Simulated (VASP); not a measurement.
# Al4FeCo3 (P4/mmm) in VASP: notebook

The runs below take Al4FeCo3 through single point, with PBE.

Everything below comes from runs of VASP 6.6.1. Logs are shortened: lines on timing, memory, paths and dates and some standing lists are left out, and cuts for length are marked.

## Step 1: The cell of the first run

Symmetry: P4/mmm, No. 123, tetragonal system. Conventional cell: a = 4.115 Å, b = 4.115 Å, c = 5.823 Å, α = 90.00°, β = 90.00°, γ = 90.00°. Al (site symmetry 2mm) has 2 Fe at 2.51 Å and 6 Co at 2.51 to 2.53 Å and 6 Al at 2.88 to 2.95 Å within 3.3 Å. Fe (site symmetry 4/mmm) has 8 Al at 2.51 Å and 6 Co at 2.91 Å within 3.3 Å. Within 3.3 Å of Co (site symmetry 4/mmm) lie 8 Al at 2.53 Å and 4 Co at 2.91 Å and 2 Fe at 2.91 Å. Within 3.3 Å of Co (site symmetry 4/mmm) lie 8 Al at 2.53 Å and 6 Co at 2.91 Å. Co (site symmetry 4/mmm) has 8 Al at 2.51 Å and 4 Fe at 2.91 Å and 2 Co at 2.91 Å within 3.3 Å.

## Step 2: Single point, PBE (12.33 Å³/atom)

Input file INCAR:

```
  PREC = Accurate
  ENCUT = 520
  EDIFF = 1E-7
  ISMEAR = 0
  SIGMA = 0.1
  LREAL = False
  LASPH = True
  NELM = 80
  ALGO = Fast
  ISIF = 2
  LWAVE = False
  LCHARG = False
  GGA = PE
  NBANDS = 34
```

Input file KPOINTS:

```
regular mesh
0
Gamma
  10 10 8
```

Input file POSCAR:

```
Al4FeCo3
1.0
    4.1153785942      0.0000000000      0.0000000000
    0.0000000000      4.1153785942      0.0000000000
    0.0000000000      0.0000000000      5.8230779413
Al Fe Co
4 1 3
Direct
    0.0000000000      0.5000000000      0.7470570822
    0.0000000000      0.5000000000      0.2529429178
    0.5000000000      0.0000000000      0.7470570822
    0.5000000000      0.0000000000      0.2529429178
    0.0000000000      0.0000000000      0.5000000000
    0.0000000000      0.0000000000      0.0000000000
    0.5000000000      0.5000000000      0.0000000000
    0.5000000000      0.5000000000      0.5000000000
```

Potentials or basis: VASP PAW PBE potentials, release 64 (Al, Fe, Co).

The run is started by

```sh
cat potpaw_PBE.64/Al/POTCAR potpaw_PBE.64/Fe/POTCAR potpaw_PBE.64/Co/POTCAR > POTCAR
mpirun -np 1 vasp_std > vasp.out
```

OUTCAR:

```text
PREC = Accurate
   ENCUT = 520
   EDIFF = 1E-7
   ISMEAR = 0
   LREAL = False
   LASPH = True
   NELM = 80
   ISIF = 2
   GGA = PE

 ion  position               nearest neighbor table
   1  0.000  0.500  0.747-   5 2.51   8 2.51   5 2.51   8 2.51   7 2.53   6 2.53   7 2.53   6 2.53
                             2 2.88   3 2.91   3 2.91   3 2.91   3 2.91   2 2.95
   2  0.000  0.500  0.253-   5 2.51   8 2.51   5 2.51   8 2.51   7 2.53   6 2.53   7 2.53   6 2.53
                             1 2.88   4 2.91   4 2.91   4 2.91   4 2.91   1 2.95
   3  0.500  0.000  0.747-   5 2.51   8 2.51   8 2.51   5 2.51   7 2.53   7 2.53   6 2.53   6 2.53
                             4 2.88   1 2.91   1 2.91   1 2.91   1 2.91   4 2.95
   4  0.500  0.000  0.253-   5 2.51   8 2.51   8 2.51   5 2.51   7 2.53   7 2.53   6 2.53   6 2.53
                             3 2.88   2 2.91   2 2.91   2 2.91   2 2.91   3 2.95
   5  0.000  0.000  0.500-   1 2.51   2 2.51   3 2.51   4 2.51   1 2.51   2 2.51   3 2.51   4 2.51
                             8 2.91   8 2.91   8 2.91   8 2.91   6 2.91   6 2.91
   6  0.000  0.000  0.000-   1 2.53   2 2.53   3 2.53   4 2.53   1 2.53   2 2.53   3 2.53   4 2.53
                             7 2.91   7 2.91   7 2.91   7 2.91   5 2.91   5 2.91
   7  0.500  0.500  0.000-   1 2.53   2 2.53   3 2.53   4 2.53   3 2.53   4 2.53   1 2.53   2 2.53
                             6 2.91   6 2.91   6 2.91   6 2.91   8 2.91   8 2.91
   8  0.500  0.500  0.500-   1 2.51   2 2.51   3 2.51   4 2.51   3 2.51   4 2.51   1 2.51   2 2.51
                             5 2.91   5 2.91   5 2.91   5 2.91   7 2.91   7 2.91

  LATTYP: Found a simple tetragonal cell.
 ALAT       =     4.1153785942
 C/A-ratio  =     1.4149555887

  Lattice vectors:

 A1 = (   4.1153785942,   0.0000000000,   0.0000000000)
 A2 = (   0.0000000000,   4.1153785942,   0.0000000000)
 A3 = (   0.0000000000,   0.0000000000,   5.8230779413)

Analysis of symmetry for initial positions (statically):
=====================================================================
 Subroutine PRICEL returns:
 Original cell was already a primitive cell.

 Routine SETGRP: Setting up the symmetry group for a
 simple tetragonal supercell.

 Subroutine GETGRP returns: Found 16 space group operations
 (whereof 16 operations were pure point group operations)
 out of a pool of 16 trial point group operations.

The static configuration has the point symmetry D_4h.

Analysis of symmetry for dynamics (positions and initial velocities):
=====================================================================
 Subroutine PRICEL returns:
 Original cell was already a primitive cell.

 Routine SETGRP: Setting up the symmetry group for a
 simple tetragonal supercell.

 Subroutine GETGRP returns: Found 16 space group operations
 (whereof 16 operations were pure point group operations)
 out of a pool of 16 trial point group operations.

The dynamic configuration has the point symmetry D_4h.

 Subroutine INISYM returns: Found 16 space group operations
 (whereof 16 operations are pure point group operations),
 and found     1 'primitive' translations

----------------------------------------------------------------------------------------

                                     Primitive cell

  volume of cell :      98.6216

  direct lattice vectors                    reciprocal lattice vectors
     4.115378594  0.000000000  0.000000000     0.242991010  0.000000000  0.000000000
     0.000000000  4.115378594  0.000000000     0.000000000  0.242991010  0.000000000
     0.000000000  0.000000000  5.823077941     0.000000000  0.000000000  0.171730485

  length of vectors
     4.115378594  4.115378594  5.823077941     0.242991010  0.242991010  0.171730485

  position of ions in fractional coordinates (direct lattice)
     0.000000000  0.500000000  0.747057082
     0.000000000  0.500000000  0.252942918
     0.500000000  0.000000000  0.747057082
     0.500000000  0.000000000  0.252942918
     0.000000000  0.000000000  0.500000000
     0.000000000  0.000000000  0.000000000
     0.500000000  0.500000000  0.000000000
     0.500000000  0.500000000  0.500000000

  ion indices of the primitive-cell ions
   primitive index   ion index
                 1           1
                 2           2
                 3           3
                 4           4
                 5           5
                 6           6
                 7           7
                 8           8

----------------------------------------------------------------------------------------

 KPOINTS: regular mesh

Automatic generation of k-mesh.
 Grid dimensions read from file:
 generate k-points for:   10   10    8

 Generating k-lattice:

  Cartesian coordinates                     Fractional coordinates (reciprocal lattice)
     0.024299101  0.000000000  0.000000000     0.100000000  0.000000000  0.000000000
     0.000000000  0.024299101  0.000000000     0.000000000  0.100000000  0.000000000
     0.000000000  0.000000000  0.021466311     0.000000000  0.000000000  0.125000000

  Length of vectors
     0.024299101  0.024299101  0.021466311

  Shift w.r.t. Gamma in fractional coordinates (k-lattice)
     0.000000000  0.000000000  0.000000000

 Subroutine IBZKPT returns following result:
 ===========================================

 Found    105 irreducible k-points:

 Following reciprocal coordinates:
            Coordinates               Weight
  0.000000  0.000000  0.000000      1.000000
  0.100000  0.000000  0.000000      4.000000
  0.200000  0.000000  0.000000      4.000000
  0.300000  0.000000  0.000000      4.000000
  0.400000  0.000000  0.000000      4.000000
  0.500000  0.000000  0.000000      2.000000
[... 16 lines left out ...]
  0.100000  0.000000  0.125000      8.000000
  0.200000  0.000000  0.125000      8.000000
 [... further k-points ...]
   k-points           NKPTS =    105   k-points in BZ     NKDIM =    105   number of bands    NBANDS=     34
   number of dos      NEDOS =    301   number of ions     NIONS =      8
   total plane-waves  NPLWV =  49152
   dimension x,y,z NGX =    32 NGY =   32 NGZ =   48
   dimension x,y,z NGXF=    64 NGYF=   64 NGZF=   96
   ions per type =               4   1   3
   NGX,Y,Z   is equivalent  to a cutoff of  12.93, 12.93, 13.70 a.u.
   NGXF,Y,Z  is equivalent  to a cutoff of  25.85, 25.85, 27.41 a.u.
 SYSTEM =  unknown system
   PREC   = accura    normal or accurate (medium, high low for compatibility)
   ISTART =      0    job   : 0-new  1-cont  2-samecut
   ICHARG =      2    charge: 1-file 2-atom 10-const
   ISPIN  =      1    spin polarized calculation?
   LNONCOLLINEAR =      F non collinear calculations
   LSORBIT =      F    spin-orbit coupling
   LASPH  =      T    aspherical Exc in radial PAW
   ENCUT  =  520.0 eV  38.22 Ry    6.18 a.u.   7.65  7.65 10.83*2*pi/ulx,y,z
   NELM   =     80;   NELMIN=  2; NELMDL= -5     # of ELM steps
   EDIFF  = 0.1E-06   stopping-criterion for ELM
   LREAL  =      F    real-space projection
   EDIFFG = 0.1E-05   stopping-criterion for IOM
   NSW    =      0    number of steps for IOM
   IBRION =     -1    ionic relax: 0-MD 1-quasi-New 2-CG
   NFREE  =      0    steps in history (QN), initial steepest desc. (CG)
   ISIF   =      2    stress and relaxation
   ISYM   =      2    0-nonsym 1-usesym 2-fastsym
   POTIM  = 0.5000    time-step for ionic-motion
   TEBEG  =    0.0;   TEEND  =   0.0 temperature during run
   PSTRESS=    0.0 pullay stress
   NELECT =      47.0000    total number of electrons
   NUPDOWN=      -1.0000    fix difference up-down
   EMIN   =  10.00;   EMAX   =-10.00  energy-range for DOS
   EFERMI =   0.00;   METHOD = LEGACY
   ISMEAR =     0;   SIGMA  =   0.10  broadening in eV -4-tet -1-fermi 0-gaus
   EFERMI_NEDOS =   21; number of points for ismear=-14 and -15
   IALGO  =     68    algorithm
   IMIX   =      4    mixing-type and parameters
     AMIX     =   0.40;   BMIX     =  1.00
     AMIX_MAG =   1.60;   BMIX_MAG =  1.00
  volume/ion in A,a.u.               =      12.33        83.19
  Fermi-wavevector in a.u.,A,eV,Ry     =   1.278743  2.416475 22.248036  1.635185
  Thomas-Fermi vector in A             =   2.411269
   LORBIT       =      0    0 simple, 1 ext, 2 COOP (PROOUT), +10 PAW based schemes
   GGA     = PE    functional components
   LHFCALC =     F    Hartree Fock is set to
   AEXX    =    0.0000 exact exchange contribution
   IVDW    =     0    specifies the selected vdW correction
   LEPSILON=     F    determine dielectric tensor
   LRPA    =     F    only Hartree local field effects (RPA)
 non-spin polarized calculation
 RMM-DIIS sequential band-by-band and
 Gauss-broadening in eV      SIGMA  =   0.10
  energy-cutoff  :      520.00
  volume of cell :       98.62
 maximum number of plane-waves:      2701
 NGX is ok and might be reduce to    32
   NGX = 15   NGY = 15   NGZ = 21

 number of electron      47.0000011 magnetization

 Free energy of the ion-electron system (eV)
  ---------------------------------------------------
  ext. energy  EPLUGINS =         0.00000000
  ---------------------------------------------------
  free energy    TOTEN  =       -48.57706493 eV

  energy without entropy =      -48.56246548  energy(sigma->0) =      -48.56976520

 E-fermi :   9.0031     XC(G=0): -11.9625

 val. band max:        8.9962607870   @ k =   0.1000   0.0000   0.1250
 cond. band min:       9.0041354261   @ k =   0.5000   0.0000   0.0000
 fundamental gap:      0.0078746392
 Fermi energy:         9.0031393857

 k-point     1 :       0.0000    0.0000    0.0000
  band No.  band energies     occupation
      1      -1.3167      2.00000
      2       2.7456      2.00000
      3       3.0309      2.00000
      4       4.3189      2.00000
      5       5.6649      2.00000
      6       5.6649      2.00000
[... 26 lines left out ...]
     33      14.9799      0.00000
     34      15.0040      0.00000

 k-point     2 :       0.1000    0.0000    0.0000
  band No.  band energies     occupation
      1      -1.2259      2.00000
      2       2.8007      2.00000
      3       3.1215      2.00000
      4       4.1741      2.00000
      5       5.5675      2.00000
      6       5.6959      2.00000
[... 26 lines left out ...]
     33      14.5005      0.00000
     34      14.7041      0.00000

 k-point     3 :       0.2000    0.0000    0.0000
  band No.  band energies     occupation
      1      -0.9552      2.00000
      2       2.9637      2.00000
      3       3.3889      2.00000
      4       3.6068      2.00000
      5       5.2970      2.00000
      6       5.7425      2.00000
[... 26 lines left out ...]
     33      14.0542      0.00000
     34      14.5266      0.00000

 k-point     4 :       0.3000    0.0000    0.0000
  band No.  band energies     occupation
      1      -0.5094      2.00000
      2       2.7070      2.00000
      3       3.2277      2.00000
      4       3.8227      2.00000
      5       4.9062      2.00000
      6       5.7680      2.00000
[... 26 lines left out ...]
     33      14.6405      0.00000
     34      15.2056      0.00000

 k-point     5 :       0.4000    0.0000    0.0000
  band No.  band energies     occupation
      1       0.1019      2.00000
      2       1.7507      2.00000
      3       3.5795      2.00000
      4       4.3888      2.00000
      5       4.4557      2.00000
      6       5.5412      2.00000
[... 621 lines left out ...]
 k-point    22 :       0.0000    0.0000    0.1250
  band No.  band energies     occupation
      1      -1.2458      2.00000
      2       1.9640      2.00000
      3       3.8569      2.00000
      4       4.3605      2.00000
      5       5.6009      2.00000
      6       5.6896      2.00000
[... 26 lines left out ...]
     33      14.9478      0.00000
     34      15.0849      0.00000

 k-point    23 :       0.1000    0.0000    0.1250
  band No.  band energies     occupation
      1      -1.1553      2.00000
      2       2.0393      2.00000
      3       3.9255      2.00000
      4       4.2157      2.00000
      5       5.4801      2.00000
      6       5.7343      2.00000
[... 26 lines left out ...]
     33      14.5862      0.00000
     34      14.8676      0.00000

 k-point    24 :       0.2000    0.0000    0.1250
  band No.  band energies     occupation
      1      -0.8852      2.00000
      2       2.2610      2.00000
      3       3.6521      2.00000
      4       4.1299      2.00000
      5       5.1725      2.00000
      6       5.7889      2.00000
[... 26 lines left out ...]
     33      14.0503      0.00000
     34      14.8981      0.00000

 [... further k-points ...]
[... 5 lines left out ...]
  --------------------------------------------------------------------------------------
  -------------------------------------------------------------------------------------
  Total       -5.7123504     -5.7123504     -5.7117945      0.0000000      0.0000000     -0.0000000
  in kB      -92.8011223    -92.8011223    -92.7920910      0.0000000      0.0000000     -0.0000000
  external PRESSURE =     -92.7981119 kB  Pullay stress =       0.0000000 kB

 VOLUME and BASIS-vectors are now :
 -----------------------------------------------------------------------------
  energy-cutoff  :      520.00
  volume of cell :       98.62
      direct lattice vectors                 reciprocal lattice vectors
     4.115378594  0.000000000  0.000000000     0.242991010  0.000000000  0.000000000
     0.000000000  4.115378594  0.000000000     0.000000000  0.242991010  0.000000000
     0.000000000  0.000000000  5.823077941     0.000000000  0.000000000  0.171730485

 POSITION                                       TOTAL-FORCE (eV/Angst)
 -----------------------------------------------------------------------------------
      0.00000      2.05769      4.35017         0.000000      0.000000     -0.002205
      0.00000      2.05769      1.47291         0.000000      0.000000      0.002205
      2.05769      0.00000      4.35017        -0.000000     -0.000000     -0.002205
      2.05769      0.00000      1.47291        -0.000000     -0.000000      0.002205
      0.00000      0.00000      2.91154         0.000000     -0.000000      0.000000
      0.00000      0.00000      0.00000         0.000000     -0.000000      0.000000
      2.05769      2.05769      0.00000         0.000000     -0.000000      0.000000
      2.05769      2.05769      2.91154         0.000000     -0.000000      0.000000
 -----------------------------------------------------------------------------------
    total drift:                                0.000000     -0.000000     -0.000000

  FREE ENERGIE OF THE ION-ELECTRON SYSTEM (eV)
  ---------------------------------------------------
  free  energy   TOTEN  =       -48.5770649286 eV

  energy  without entropy=      -48.5624654800  energy(sigma->0) =      -48.56976520
```

It took 12 min on 1 thread of Intel Xeon 8259CL, shared host; peak memory 0.45 GiB.

What came out:

```yaml
Free_energy: -48.5771 eV
Pressure: -9.3 GPa
Band_gap_on_the_k_mesh: zero (an odd number of electrons rules out a gap without spin polarisation)
```

Forces in eV/Å, atoms in the order of the input:
```
Al   0.000  0.000 -0.002
Al   0.000  0.000  0.002
Al   0.000  0.000 -0.002
Al   0.000  0.000  0.002
Fe   0.000  0.000  0.000
Co   0.000  0.000  0.000
Co   0.000  0.000  0.000
Co   0.000  0.000  0.000
```

Caveat: the cell stands under tension; the run has no spin polarisation, though such a crystal can be magnetic.

## Step 3: Single point, PBE (12.79 Å³/atom)

This run uses another cell than the first one, of 12.79 Å³/atom.

Input file INCAR:

```
SYSTEM = Al4FeCo3
PREC = Accurate ; ENCUT = 520
EDIFF = 1E-6 ; ISMEAR = 0
SIGMA = 0.1 ; LREAL = .FALSE.
LASPH = .TRUE. ; NELM = 100
ALGO = Fast ; ISIF = 2
LWAVE = .FALSE. ; LCHARG = .TRUE.
GGA = PE ; LELF = .TRUE.
LVHAR = .TRUE. ; NBANDS = 34
```

Input file KPOINTS:

```
regular mesh
0
G
  10 10 8
  0 0 0
```

Input file POSCAR:

```
Al4FeCo3
1.0
    4.1664356466      0.0000000000      0.0000000000
    0.0000000000      4.1664356466      0.0000000000
    0.0000000000      0.0000000000      5.8956223304
Al Fe Co
4 1 3
Direct
    0.0000000000      0.5000000000      0.7468724285
    0.0000000000      0.5000000000      0.2531275715
    0.5000000000      0.0000000000      0.7468724285
    0.5000000000      0.0000000000      0.2531275715
    0.0000000000      0.0000000000      0.5000000000
    0.0000000000      0.0000000000      0.0000000000
    0.5000000000      0.5000000000      0.0000000000
    0.5000000000      0.5000000000      0.5000000000
```

Potentials or basis: VASP PAW PBE potentials, release 64 (Al, Fe, Co).

The run is started by

```sh
cat potpaw_PBE.64/Al/POTCAR potpaw_PBE.64/Fe/POTCAR potpaw_PBE.64/Co/POTCAR > POTCAR
mpirun -np 1 vasp_std > vasp.out
```

It took 11 min on 1 thread of Intel Xeon 8259CL, shared host; peak memory 0.46 GiB.

Results (log left out):

* Free energy: -48.3050 eV
* Pressure: -14.0 GPa
* Largest force: 0.004 eV/Å
* Band gap on the k mesh: zero (an odd number of electrons rules out a gap without spin polarisation)

Forces on the atoms (eV/Å):
```
Al   0.000  0.000 -0.004
Al   0.000  0.000  0.004
Al   0.000  0.000 -0.004
Al   0.000  0.000  0.004
Fe   0.000  0.000  0.000
Co   0.000  0.000  0.000
Co   0.000  0.000  0.000
Co   0.000  0.000  0.000
```

Levels at points of the mesh, in eV from the Fermi level:
| k point | band 21 | band 22 | band 23 | band 24 | band 25 | band 26 | band 27 | band 28 |
| --- | --- | --- | --- | --- | --- | --- | --- | --- |
| (0.00, 0.00, 0.00) | -0.12 | 0.03 | 0.16 | 0.45 | 0.64 | 2.60 | 2.73 | 2.73 |
| (0.50, 0.00, 0.00) | -0.71 | -0.47 | -0.27 | 0.00 | 0.45 | 0.81 | 1.82 | 2.01 |
| (0.50, 0.50, 0.00) | -0.92 | -0.63 | -0.18 | -0.18 | 0.07 | 0.21 | 0.61 | 0.68 |
| (0.00, 0.00, 0.50) | 0.03 | 0.45 | 0.50 | 0.50 | 0.70 | 0.70 | 1.59 | 1.79 |
| (0.50, 0.00, 0.50) | -0.88 | -0.86 | -0.85 | -0.65 | 2.99 | 2.99 | 3.04 | 3.05 |
| (0.50, 0.50, 0.50) | -0.75 | -0.66 | -0.41 | -0.41 | 0.31 | 0.32 | 0.64 | 0.82 |

Caveat: the cell stands under tension; the run has no spin polarisation, though such a crystal can be magnetic.
